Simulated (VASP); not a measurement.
# MnO2 (P6_322) in VASP: single point with PBE

Aim: the single point of MnO2 with PBE.

Everything below comes from runs of VASP 6.6.1. Logs are shortened: lines on timing, memory, paths and dates and some standing lists are left out, and cuts for length are marked.

**1. The cell of the first run**

The structure is hexagonal, space group P6_322 (No. 182). The conventional cell has a = 5.282 Å, b = 5.282 Å, c = 9.466 Å, α = 90.00°, β = 90.00°, γ = 120.00°. Mn (site symmetry 3) has 4 O at 1.74 Å within 2.3 Å. O (site symmetry 2) has 2 Mn at 1.74 Å within 2.3 Å. O (site symmetry 32) has 2 Mn at 1.74 Å within 2.3 Å.

**2. Single point, PBE, collinear spin, ferromagnetic start**

INCAR

```
PREC = Accurate
ENCUT = 520
EDIFF = 1E-6
ISMEAR = 0
SIGMA = 0.1
LREAL = F
LASPH = T
NELM = 150
ALGO = Normal
ISIF = 2
LWAVE = F
LCHARG = T
ISPIN = 2
MAGMOM = 1.43 1.43 1.43 1.43 0 0 0 0 0 0 0 0
LORBIT = 11
LMAXMIX = 4
GGA = PE
LVHAR = T
NBANDS = 66
KPAR = 4
```

KPOINTS

```
regular mesh
0
Gamma
  6 6 4
```

POSCAR

```
MnO2
1.0
    5.2823499157      0.0000000000      0.0000000000
   -2.6411749578      4.5746492187      0.0000000000
    0.0000000000      0.0000000000      9.4659640923
Mn O
4 8
Direct
    0.6666666667      0.3333333333      0.9333108245
    0.6666666667      0.3333333333      0.5666891755
    0.3333333333      0.6666666667      0.0666891755
    0.3333333333      0.6666666667      0.4333108245
    0.0000000000      0.3940700650      0.0000000000
    0.3940700650      0.3940700650      0.5000000000
    0.6059299350      0.0000000000      0.5000000000
    0.6059299350      0.6059299350      0.0000000000
    0.0000000000      0.6059299350      0.5000000000
    0.6666666667      0.3333333333      0.7500000000
    0.3333333333      0.6666666667      0.2500000000
    0.3940700650      0.0000000000      0.0000000000
```

Potentials or basis: VASP PAW PBE potentials, release 64 (Mn_pv, O).

Launch:

```console
cat potpaw_PBE.64/Mn_pv/POTCAR potpaw_PBE.64/O/POTCAR > POTCAR
mpirun -np 4 vasp_std > vasp.out
```

OUTCAR:

```text
PREC = Accurate
   ENCUT = 520
   EDIFF = 1E-6
   ISMEAR = 0
   LREAL = F
   LASPH = T
   NELM = 150
   ISIF = 2
   ISPIN = 2
   LORBIT = 11
   GGA = PE

 ion  position               nearest neighbor table
   1  0.667  0.333  0.933-  10 1.74   5 1.74  12 1.74   8 1.74
   2  0.667  0.333  0.567-  10 1.74   7 1.74   9 1.74   6 1.74
   3  0.333  0.667  0.067-  11 1.74  12 1.74   5 1.74   8 1.74
   4  0.333  0.667  0.433-  11 1.74   9 1.74   7 1.74   6 1.74
   5  0.000  0.394  0.000-   1 1.74   3 1.74
   6  0.394  0.394  0.500-   4 1.74   2 1.74
   7  0.606  0.000  0.500-   2 1.74   4 1.74
   8  0.606  0.606  0.000-   1 1.74   3 1.74
   9  0.000  0.606  0.500-   4 1.74   2 1.74
  10  0.667  0.333  0.750-   1 1.74   2 1.74
  11  0.333  0.667  0.250-   3 1.74   4 1.74
  12  0.394  0.000  0.000-   3 1.74   1 1.74

  LATTYP: Found a hexagonal cell.
 ALAT       =     5.2823499157
 C/A-ratio  =     1.7919986830

  Lattice vectors:

 A1 = (   5.2823499157,   0.0000000000,   0.0000000000)
 A2 = (  -2.6411749578,   4.5746492187,   0.0000000000)
 A3 = (   0.0000000000,   0.0000000000,   9.4659640923)

Analysis of symmetry for initial positions (statically):
=====================================================================
 Subroutine PRICEL returns:
 Original cell was already a primitive cell.

 Routine SETGRP: Setting up the symmetry group for a
 hexagonal supercell.

 Subroutine GETGRP returns: Found 12 space group operations
 (whereof  6 operations were pure point group operations)
 out of a pool of 24 trial point group operations.

The static configuration has the point symmetry D_3 .
 The point group associated with its full space group is D_6 .

Analysis of symmetry for dynamics (positions and initial velocities):
=====================================================================
 Subroutine PRICEL returns:
 Original cell was already a primitive cell.

 Routine SETGRP: Setting up the symmetry group for a
 hexagonal supercell.

 Subroutine GETGRP returns: Found 12 space group operations
 (whereof  6 operations were pure point group operations)
 out of a pool of 24 trial point group operations.

The dynamic configuration has the point symmetry D_3 .
 The point group associated with its full space group is D_6 .

Analysis of structural, dynamic, and magnetic symmetry:
=====================================================================
 Subroutine PRICEL returns:
[... 184 lines left out ...]
 spin component 1

 k-point     1 :       0.0000    0.0000    0.0000
  band No.  band energies     occupation
      1     -50.0544      1.00000
      2     -50.0487      1.00000
      3     -50.0434      1.00000
      4     -50.0377      1.00000
      5     -50.0374      1.00000
      6     -50.0374      1.00000
[... 1354 lines left out ...]
     61       1.9975      0.00000
     62       1.9975      0.00000
 Fermi energy:         0.2899092981

 spin component 2

 k-point     1 :       0.0000    0.0000    0.0000
  band No.  band energies     occupation
      1     -48.2348      1.00000
      2     -48.2280      1.00000
      3     -48.2215      1.00000
      4     -48.2147      1.00000
      5     -48.1473      1.00000
      6     -48.1472      1.00000
[... 1354 lines left out ...]
     61       3.1136      0.00000
     62       3.1136      0.00000
 [bands above 62 left out]

------------------------ aborting loop because EDIFF is reached ----------------------------------------

  FORCE on cell =-STRESS in cart. coord.  units (eV):
  Direction    XX          YY          ZZ          XY          YZ          ZX
  --------------------------------------------------------------------------------------
  -------------------------------------------------------------------------------------
  Total        0.5850224      0.5850224      0.6867394      0.0000000     -0.0000000      0.0000000
  in kB        4.0976348      4.0976348      4.8100847      0.0000000     -0.0000000      0.0000000
  external PRESSURE =       4.3351181 kB  Pullay stress =       0.0000000 kB

 VOLUME and BASIS-vectors are now :
 -----------------------------------------------------------------------------
  energy-cutoff  :      520.00
  volume of cell :      228.74
      direct lattice vectors                 reciprocal lattice vectors
     5.282349916  0.000000000  0.000000000     0.189309685  0.109297998  0.000000000
    -2.641174958  4.574649219  0.000000000     0.000000000  0.218595995  0.000000000
     0.000000000  0.000000000  9.465964092     0.000000000  0.000000000  0.105641643

 POSITION                                       TOTAL-FORCE (eV/Angst)
 -----------------------------------------------------------------------------------
      2.64117      1.52488      8.83469        -0.000000     -0.000000     -0.020511
      2.64117      1.52488      5.36426        -0.000000     -0.000000      0.020511
     -0.00000      3.04977      0.63128        -0.000000     -0.000000      0.020511
     -0.00000      3.04977      4.10170        -0.000000     -0.000000     -0.020511
     -1.04081      1.80273      0.00000         0.022787     -0.039468     -0.000000
      1.04081      1.80273      4.73298        -0.022787     -0.039468     -0.000000
      3.20073      0.00000      4.73298         0.045574     -0.000000     -0.000000
      1.60037      2.77192      0.00000         0.022787      0.039468     -0.000000
     -1.60037      2.77192      4.73298        -0.022787      0.039468     -0.000000
      2.64117      1.52488      7.09947        -0.000000     -0.000000     -0.000000
     -0.00000      3.04977      2.36649        -0.000000     -0.000000     -0.000000
      2.08162      0.00000      0.00000        -0.045574     -0.000000     -0.000000
 -----------------------------------------------------------------------------------
    total drift:                               -0.000001      0.000000     -0.000000

  FREE ENERGIE OF THE ION-ELECTRON SYSTEM (eV)
  ---------------------------------------------------
  free  energy   TOTEN  =       -92.7366052769 eV

  energy  without entropy=      -92.7000250732  energy(sigma->0) =      -92.71831518

 total charge

# of ion       s       p       d       tot
------------------------------------------
    1        0.400   6.484   5.158  12.042
    2        0.400   6.484   5.158  12.042
    3        0.400   6.484   5.158  12.042
    4        0.400   6.484   5.158  12.042
    5        1.582   3.409   0.000   4.991
    6        1.582   3.409   0.000   4.991
    7        1.582   3.409   0.000   4.991
    8        1.582   3.409   0.000   4.991
    9        1.582   3.409   0.000   4.991
   10        1.580   3.423   0.000   5.002
   11        1.580   3.423   0.000   5.002
   12        1.582   3.409   0.000   4.991
--------------------------------------------------
tot         14.251  53.234  20.634  88.119

 magnetization (x)

# of ion       s       p       d       tot
------------------------------------------
    1        0.011   0.025   1.649   1.684
    2        0.011   0.025   1.649   1.684
    3        0.011   0.025   1.649   1.684
    4        0.011   0.025   1.649   1.684
    5        0.006   0.027   0.000   0.033
    6        0.006   0.027   0.000   0.033
    7        0.006   0.027   0.000   0.033
    8        0.006   0.027   0.000   0.033
    9        0.006   0.027   0.000   0.033
   10        0.008   0.018   0.000   0.026
   11        0.008   0.018   0.000   0.026
   12        0.006   0.027   0.000   0.033
--------------------------------------------------
tot          0.094   0.299   6.594   6.988
```

stdout:

```text
POSCAR found type information on POSCAR MnO
 POSCAR found :  2 types and      12 ions
 scaLAPACK will be used
 LDA part: xc-table for (Slater+PW92), standard interpolation
 POSCAR, INCAR and KPOINTS ok, starting setup
 FFT: planning ... GRIDC
 FFT: planning ... GRID_SOFT
 FFT: planning ... GRID
 WAVECAR not read
 entering main loop
```

Wall time 3.2 min (4 MPI ranks of Intel Xeon Platinum 8488C (Sapphire Rapids), shared host); peak memory 0.69 GiB.

Results:

* Free energy: -92.7366 eV
* Pressure: 0.4 GPa
* Largest force: 0.046 eV/Å
* Net moment: 7.38 μB per cell
* Site moments: Mn +1.68; O +0.03 μB
* Valence electrons inside the program's atomic spheres: Mn 12.04; O 4.99, 5.00 (each value once)

Forces in eV/Å, atoms in the order of the input:
```
Mn   0.000  0.000 -0.021
Mn   0.000  0.000  0.021
Mn   0.000  0.000  0.021
Mn   0.000  0.000 -0.021
O    0.023 -0.039  0.000
O   -0.023 -0.039  0.000
O    0.046  0.000  0.000
O    0.023  0.039  0.000
O   -0.023  0.039  0.000
O    0.000  0.000  0.000
O    0.000  0.000  0.000
O   -0.046  0.000  0.000
```

Caveat: semilocal functionals often make such compounds metallic where correlation or magnetic order opens a gap, which also shifts bond lengths; the run started ferromagnetic, and an antiferromagnetic order may lie lower in energy. With open d or f shells a metallic result of PBE can be an artefact of self-interaction; +U or a hybrid may open a gap.
